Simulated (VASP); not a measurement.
# BaTiO3 (Barioperovskite) (Amm2) in VASP: notebook

BaTiO3 (Barioperovskite) is run at these levels: PBEsol+U; tasks: single point.

Everything below comes from runs of VASP 6.6.1. Logs are shortened: lines on timing, memory, paths and dates and some standing lists are left out, and cuts for length are marked.

**1. The cell of the first run**

The structure is orthorhombic, space group Amm2 (No. 38). Conventional cell: a = 3.986 Å, b = 5.674 Å, c = 5.690 Å, α = 90.00°, β = 90.00°, γ = 90.00°. Within 3.7 Å of Ba (site symmetry mm2) lie 12 O at 2.77 to 2.92 Å and 8 Ti at 3.42 to 3.53 Å. Ti (site symmetry mm2) has 6 O at 1.93 to 2.09 Å within 2.6 Å. O (site symmetry mm2) has 2 Ti at 2.00 Å within 2.6 Å. O (site symmetry m) has 2 Ti at 1.93 to 2.09 Å within 2.6 Å.

**2. Single point, PBEsol+U**

INCAR reads:

```
  ALGO = Normal
  EDIFF = 1E-6
  ENCUT = 520
  GGA = PS
  ISIF = 2
  ISMEAR = 0
  LASPH = T
  LCHARG = F
  LDAU = T
  LDAUJ = 0 0 0
  LDAUL = -1 2 -1
  LDAUPRINT = 1
  LDAUTYPE = 2
  LDAUU = 0 1 0
  LMAXMIX = 4
  LREAL = F
  LWAVE = F
  NBANDS = 28
  NELM = 150
  PREC = Accurate
  SIGMA = 0.01
```

KPOINTS reads:

```
k-points
0
Gamma
  3 3 3
```

POSCAR reads:

```
BaTiO3
1.0
    3.9855000000      0.0000000000      0.0000000000
    0.0000000000      2.8369000000      2.8451500000
    0.0000000000     -2.8369000000      2.8451500000
Ba Ti O
1 1 3
Direct
    0.0000000000      0.0000000000      0.0000000000
    0.5000000000      0.5124000000      0.5124000000
    0.0000000000      0.4874000000      0.4874000000
    0.5000000000      0.5052399996      0.9918399996
    0.5000000000      0.9918399996      0.5052399996
```

Potentials or basis: VASP PAW PBE potentials, release 64 (Ba_sv, Ti_sv, O).

Started as:

```console
$ cat potpaw_PBE.64/Ba_sv/POTCAR potpaw_PBE.64/Ti_sv/POTCAR potpaw_PBE.64/O/POTCAR > POTCAR
$ mpirun -np 1 vasp_std > vasp.out
```

OUTCAR:

```text
EDIFF = 1E-6
   ENCUT = 520
   GGA = PS
   ISIF = 2
   ISMEAR = 0
   LASPH = T
   LREAL = F
   NELM = 150
   PREC = Accurate

 ion  position               nearest neighbor table
   1  0.000  0.000  0.000-   3 2.77   4 2.81   5 2.81   4 2.81   5 2.81   3 2.84   3 2.84   4 2.84
                             5 2.84   5 2.84   4 2.84   3 2.92   2 3.42   2 3.42   2 3.47   2 3.47
   2  0.500  0.512  0.512-   4 1.93   5 1.93   3 2.00   3 2.00   5 2.09   4 2.09   1 3.42   1 3.42
                             1 3.47   1 3.47   1 3.47   1 3.47   1 3.53   1 3.53
   3  0.000  0.487  0.487-   2 2.00   2 2.00   1 2.77   1 2.84   1 2.84   1 2.92
   4  0.500  0.505  0.992-   2 1.93   2 2.09   1 2.81   1 2.81   1 2.84   1 2.84
   5  0.500  0.992  0.505-   2 1.93   2 2.09   1 2.81   1 2.81   1 2.84   1 2.84

  LATTYP: Found a base centered orthorhombic cell.
 ALAT       =     5.6738000000
 B/A-ratio  =     1.0029081039
 C/A-ratio  =     0.7024392823

  Lattice vectors:

 A1 = (   0.0000000000,   2.8369000000,  -2.8451500000)
 A2 = (   0.0000000000,   2.8369000000,   2.8451500000)
 A3 = (   3.9855000000,   0.0000000000,   0.0000000000)

Analysis of symmetry for initial positions (statically):
=====================================================================
 Subroutine PRICEL returns:
 Original cell was already a primitive cell.

 Routine SETGRP: Setting up the symmetry group for a
 base centered orthorhombic supercell.

 Subroutine GETGRP returns: Found  4 space group operations
 (whereof  4 operations were pure point group operations)
 out of a pool of  8 trial point group operations.

The static configuration has the point symmetry C_2v.

Analysis of symmetry for dynamics (positions and initial velocities):
=====================================================================
 Subroutine PRICEL returns:
 Original cell was already a primitive cell.

 Routine SETGRP: Setting up the symmetry group for a
 base centered orthorhombic supercell.

 Subroutine GETGRP returns: Found  4 space group operations
 (whereof  4 operations were pure point group operations)
 out of a pool of  8 trial point group operations.

The dynamic configuration has the point symmetry C_2v.

 Subroutine INISYM returns: Found  4 space group operations
 (whereof  4 operations are pure point group operations),
 and found     1 'primitive' translations

----------------------------------------------------------------------------------------

                                     Primitive cell

  volume of cell :      64.3372

  direct lattice vectors                    reciprocal lattice vectors
     3.985500000  0.000000000  0.000000000     0.250909547  0.000000000  0.000000000
     0.000000000  2.836900000  2.845150000     0.000000000  0.176248722  0.175737659
     0.000000000 -2.836900000  2.845150000     0.000000000 -0.176248722  0.175737659

  length of vectors
     3.985500000  4.017820321  4.017820321     0.250909547  0.248892219  0.248892219

  position of ions in fractional coordinates (direct lattice)
     0.000000000  0.000000000  0.000000000
     0.500000000  0.512400000  0.512400000
     0.000000000  0.487400000  0.487400000
     0.500000000  0.505240000  0.991840000
     0.500000000  0.991840000  0.505240000

  ion indices of the primitive-cell ions
   primitive index   ion index
                 1           1
                 2           2
                 3           3
                 4           4
                 5           5

----------------------------------------------------------------------------------------

 KPOINTS: k-points

Automatic generation of k-mesh.
 Grid dimensions read from file:
 generate k-points for:    3    3    3

 Generating k-lattice:

  Cartesian coordinates                     Fractional coordinates (reciprocal lattice)
[... 37 lines left out ...]
   ISPIN  =      1    spin polarized calculation?
   LNONCOLLINEAR =      F non collinear calculations
   LSORBIT =      F    spin-orbit coupling
   LASPH  =      T    aspherical Exc in radial PAW
   ENCUT  =  520.0 eV  38.22 Ry    6.18 a.u.   7.41  7.47  7.47*2*pi/ulx,y,z
   NELM   =    150;   NELMIN=  2; NELMDL= -5     # of ELM steps
   EDIFF  = 0.1E-05   stopping-criterion for ELM
   LREAL  =      F    real-space projection
   EDIFFG = 0.1E-04   stopping-criterion for IOM
   NSW    =      0    number of steps for IOM
   IBRION =     -1    ionic relax: 0-MD 1-quasi-New 2-CG
   NFREE  =      0    steps in history (QN), initial steepest desc. (CG)
   ISIF   =      2    stress and relaxation
   ISYM   =      2    0-nonsym 1-usesym 2-fastsym
   POTIM  = 0.5000    time-step for ionic-motion
   TEBEG  =    0.0;   TEEND  =   0.0 temperature during run
   PSTRESS=    0.0 pullay stress
   NELECT =      40.0000    total number of electrons
   NUPDOWN=      -1.0000    fix difference up-down
   EMIN   =  10.00;   EMAX   =-10.00  energy-range for DOS
   EFERMI =   0.00;   METHOD = LEGACY
   ISMEAR =     0;   SIGMA  =   0.01  broadening in eV -4-tet -1-fermi 0-gaus
   EFERMI_NEDOS =   21; number of points for ismear=-14 and -15
   IALGO  =     38    algorithm
   IMIX   =      4    mixing-type and parameters
     AMIX     =   0.40;   BMIX     =  1.00
     AMIX_MAG =   1.60;   BMIX_MAG =  1.00
  volume/ion in A,a.u.               =      12.87        86.83
  Fermi-wavevector in a.u.,A,eV,Ry     =   1.397250  2.640420 26.562762  1.952308
  Thomas-Fermi vector in A             =   2.520525
   LORBIT       =      0    0 simple, 1 ext, 2 COOP (PROOUT), +10 PAW based schemes
 LDA+U is selected, type is set to LDAUTYPE =  2
   angular momentum for each species LDAUL =    -1    2   -1
   U (eV)           for each species LDAUU =   0.0  1.0  0.0
   J (eV)           for each species LDAUJ =   0.0  0.0  0.0
   GGA     = PS    functional components
   LHFCALC =     F    Hartree Fock is set to
   AEXX    =    0.0000 exact exchange contribution
   IVDW    =     0    specifies the selected vdW correction
   LEPSILON=     F    determine dielectric tensor
   LRPA    =     F    only Hartree local field effects (RPA)
 non-spin polarized calculation
 Gauss-broadening in eV      SIGMA  =   0.01
  energy-cutoff  :      520.00
  volume of cell :       64.34
 maximum number of plane-waves:      1743
 NGX is ok and might be reduce to    30
   NGX = 15   NGY = 15   NGZ = 15

atom =   2  type =  2  l = 2

 onsite density matrix

spin component  1

  0.1225  0.0000  0.0000  0.0000  0.0000
  0.0000  0.2423  0.0000  0.0000  0.0000
  0.0000  0.0000  0.1509  0.0000 -0.0497
  0.0000  0.0000  0.0000  0.1261  0.0000
  0.0000  0.0000 -0.0497  0.0000  0.2127

spin component  2

  0.1225  0.0000  0.0000  0.0000  0.0000
  0.0000  0.2423  0.0000  0.0000  0.0000
  0.0000  0.0000  0.1509  0.0000 -0.0497
  0.0000  0.0000  0.0000  0.1261  0.0000
  0.0000  0.0000 -0.0497  0.0000  0.2127

 occupancies and eigenvectors

  o =  0.1225  v =  1.0000  0.0000  0.0000  0.0000  0.0000  0.0000  0.0000  0.0000  0.0000  0.0000      0.0000  0.0000  0.0000  0.0000  0.0000  0.0000  0.0000  0.0000  0.0000  0.0000
  o =  0.1225  v =  0.0000  0.0000  0.0000  0.0000  0.0000  1.0000  0.0000  0.0000  0.0000  0.0000      0.0000  0.0000  0.0000  0.0000  0.0000  0.0000  0.0000  0.0000  0.0000  0.0000
  o =  0.1233  v =  0.0000  0.0000 -0.8741  0.0000 -0.4858  0.0000  0.0000  0.0000  0.0000  0.0000      0.0000  0.0000  0.0000  0.0000  0.0000  0.0000  0.0000  0.0000  0.0000  0.0000
  o =  0.1233  v =  0.0000  0.0000  0.0000  0.0000  0.0000  0.0000  0.0000 -0.8741  0.0000 -0.4858      0.0000  0.0000  0.0000  0.0000  0.0000  0.0000  0.0000  0.0000  0.0000  0.0000
  o =  0.1261  v =  0.0000  0.0000  0.0000  1.0000  0.0000  0.0000  0.0000  0.0000  0.0000  0.0000      0.0000  0.0000  0.0000  0.0000  0.0000  0.0000  0.0000  0.0000  0.0000  0.0000
  o =  0.1261  v =  0.0000  0.0000  0.0000  0.0000  0.0000  0.0000  0.0000  0.0000  1.0000  0.0000      0.0000  0.0000  0.0000  0.0000  0.0000  0.0000  0.0000  0.0000  0.0000  0.0000
  o =  0.2403  v =  0.0000  0.0000  0.0000  0.0000  0.0000  0.0000  0.0000 -0.4858  0.0000  0.8741      0.0000  0.0000  0.0000  0.0000  0.0000  0.0000  0.0000  0.0000  0.0000  0.0000
  o =  0.2403  v =  0.0000  0.0000 -0.4858  0.0000  0.8741  0.0000  0.0000  0.0000  0.0000  0.0000      0.0000  0.0000  0.0000  0.0000  0.0000  0.0000  0.0000  0.0000  0.0000  0.0000
  o =  0.2423  v =  0.0000  0.0000  0.0000  0.0000  0.0000  0.0000  1.0000  0.0000  0.0000  0.0000      0.0000  0.0000  0.0000  0.0000  0.0000  0.0000  0.0000  0.0000  0.0000  0.0000
  o =  0.2423  v =  0.0000  1.0000  0.0000  0.0000  0.0000  0.0000  0.0000  0.0000  0.0000  0.0000      0.0000  0.0000  0.0000  0.0000  0.0000  0.0000  0.0000  0.0000  0.0000  0.0000

 number of electron      39.9999995 magnetization

 Free energy of the ion-electron system (eV)
  ---------------------------------------------------
  ext. energy  EPLUGINS =         0.00000000
  ---------------------------------------------------
  free energy    TOTEN  =       -41.20388190 eV

  energy without entropy =      -41.20388190  energy(sigma->0) =      -41.20388190

 E-fermi :   3.7182     XC(G=0): -11.4968

 val. band max:        3.4976337009   @ k =   0.0000   0.0000   0.0000
 cond. band min:       5.5714148990   @ k =   0.0000   0.0000   0.0000
 fundamental gap:      2.0737811981
 Fermi energy:         3.7181526301

 k-point     1 :       0.0000    0.0000    0.0000
  band No.  band energies     occupation
      1     -52.9278      2.00000
      2     -29.2532      2.00000
      3     -29.2485      2.00000
      4     -29.2356      2.00000
      5     -21.0759      2.00000
      6     -13.1101      2.00000
[... 237 lines left out ...]
     27      11.4560      0.00000
     28      11.5641      0.00000

------------------------ aborting loop because EDIFF is reached ----------------------------------------

  FORCE on cell =-STRESS in cart. coord.  units (eV):
  Direction    XX          YY          ZZ          XY          YZ          ZX
  --------------------------------------------------------------------------------------
  -------------------------------------------------------------------------------------
  Total       -0.4563356     -0.2831335     -0.5570176      0.0000000      0.0000000      0.0000000
  in kB      -11.3640435     -7.0508231    -13.8713096      0.0000000      0.0000000      0.0000000
  external PRESSURE =     -10.7620587 kB  Pullay stress =       0.0000000 kB

 VOLUME and BASIS-vectors are now :
 -----------------------------------------------------------------------------
  energy-cutoff  :      520.00
  volume of cell :       64.34
      direct lattice vectors                 reciprocal lattice vectors
     3.985500000  0.000000000  0.000000000     0.250909547  0.000000000  0.000000000
     0.000000000  2.836900000  2.845150000     0.000000000  0.176248722  0.175737659
     0.000000000 -2.836900000  2.845150000     0.000000000 -0.176248722  0.175737659

 POSITION                                       TOTAL-FORCE (eV/Angst)
 -----------------------------------------------------------------------------------
      0.00000      0.00000      0.00000         0.000000      0.000000      0.169305
      1.99275      0.00000      2.91571         0.000000      0.000000      0.382917
      0.00000      0.00000      2.77345         0.000000      0.000000      0.079988
      1.99275     -1.38044      4.25942         0.000000     -0.013327     -0.316106
      1.99275      1.38044      4.25942         0.000000      0.013327     -0.316106
 -----------------------------------------------------------------------------------
    total drift:                                0.000000      0.000001      0.000558

  FREE ENERGIE OF THE ION-ELECTRON SYSTEM (eV)
  ---------------------------------------------------
  free  energy   TOTEN  =       -41.2038818993 eV

  energy  without entropy=      -41.2038818993  energy(sigma->0) =      -41.20388190
```

Wall time 9.6 s (1 thread of Intel Xeon 6975P-C (Granite Rapids), shared host); peak memory 0.17 GiB.

What came out:

```yaml
Free_energy: -41.2039 eV
Pressure: -1.1 GPa
Largest_force: 0.383 eV/Å
Band_gap_on_the_k_mesh: 2.07 eV, direct
```

Forces on the atoms (eV/Å):
```
Ba   0.000  0.000  0.169
Ti   0.000  0.000  0.383
O    0.000  0.000  0.080
O    0.000 -0.013 -0.316
O    0.000  0.013 -0.316
```

Stress tensor (GPa, compression positive):
```
-1.14  0.00  0.00
 0.00 -0.71  0.00
 0.00  0.00 -1.39
```

Levels at points of the mesh, in eV from the valence-band top:
| k point | band 17 | band 18 | band 19 | band 20 | band 21 | band 22 | band 23 | band 24 |
| --- | --- | --- | --- | --- | --- | --- | --- | --- |
| (0.00, 0.00, 0.00) | -0.90 | -0.15 | -0.05 | 0.00 | 2.07 | 2.14 | 2.29 | 4.21 |

Eigenvalues of the final occupation matrices:
```
    site  spin  trace               eigenvalues
site 2 d     1   0.85  0.12 0.12 0.13 0.24 0.24
site 2 d     2   0.85  0.12 0.12 0.13 0.24 0.24
```

Caveat: the k points lie up to 0.53 Å⁻¹ apart; the PAW data sets were made with another functional, which shifts forces and pressure a little; spin-orbit coupling is left out, which moves the levels of the heavy elements. A k mesh can miss the band edges.

**3. Single point, PBEsol+U**

INCAR reads:

```
ALGO = Normal
EDIFF = 1E-6
ENCUT = 520
GGA = PS
ISIF = 2
ISMEAR = 0
LASPH = T
LCHARG = F
LDAU = T
LDAUJ = 0 0 0
LDAUL = -1 2 -1
LDAUPRINT = 1
LDAUTYPE = 2
LDAUU = 0 5 0
LMAXMIX = 4
LREAL = F
LWAVE = F
NBANDS = 28
NELM = 150
PREC = Accurate
SIGMA = 0.01
```

KPOINTS is that of step 2.

POSCAR is that of step 2.

Potentials or basis: VASP PAW PBE potentials, release 64 (Ba_sv, Ti_sv, O).

Started as:

```console
$ cat potpaw_PBE.64/Ba_sv/POTCAR potpaw_PBE.64/Ti_sv/POTCAR potpaw_PBE.64/O/POTCAR > POTCAR
$ mpirun -np 1 vasp_std > vasp.out
```

It took 8.5 s on 1 thread of Intel Xeon 6975P-C (Granite Rapids), shared host; peak memory 0.17 GiB.

The run converged. Its results:

```yaml
Free_energy: -38.5459 eV
Pressure: 2.3 GPa
Largest_force: 0.316 eV/Å
Band_gap_on_the_k_mesh: 2.58 eV, direct
```

Forces on the atoms (eV/Å):
```
Ba   0.000  0.000  0.181
Ti   0.000  0.000 -0.316
O    0.000  0.000  0.128
O    0.000 -0.293  0.003
O    0.000  0.293  0.003
```

Stress tensor (GPa, compression positive):
```
2.21 0.00 0.00
0.00 2.64 0.00
0.00 0.00 1.92
```

Levels at points of the mesh, in eV from the valence-band top:
```tsv
k point	band 16	band 17	band 18	band 19	band 20	band 21	band 22	band 23	band 24	band 25
(0.00, 0.00, 0.00)	-0.92	-0.88	-0.11	-0.04	0.00	2.58	2.63	2.75	4.30	4.35
```

Eigenvalues of the final occupation matrices:
```
    site  spin  trace               eigenvalues
site 2 d     1   0.78  0.10 0.10 0.11 0.23 0.23
site 2 d     2   0.78  0.10 0.10 0.11 0.23 0.23
```

Caveat: the k points lie up to 0.53 Å⁻¹ apart; the PAW data sets were made with another functional, which shifts forces and pressure a little; spin-orbit coupling is left out, which moves the levels of the heavy elements. A k mesh can miss the band edges.
